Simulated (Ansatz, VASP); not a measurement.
## One calculation of BN, two programs

```
B N
1.0
     0.00000    1.77529    1.77529
     1.77529    0.00000    1.77529
     1.77529    1.77529    0.00000
B N
1 1
Cartesian
  0.0000 0.0000 0.0000
  0.8876 0.8876 0.8876
```

Alike in both runs: task single point; functional PBE; k mesh 12 × 12 × 12; occupations gaussian, width 0.02 eV; no spin polarisation.

|  | VASP | Ansatz |
| --- | --- | --- |
| version | VASP 6.6.1 | Ansatz 0.2.0 |
| potentials or method | VASP PAW PBE potentials, release 64 (B, N), cutoff 600 eV | scalar-relativistic, all-electron LAPW |

```csv
,VASP,Ansatz,Ansatz less VASP
gap on the k mesh at the Fermi level (eV),4.51,4.52,+0.011
least direct gap on the mesh (eV),9.08,9.09,+0.009
pressure (GPa),25.9,25.8,-0.13
```

Ansatz ran all-electron here, and VASP with PAW potentials.
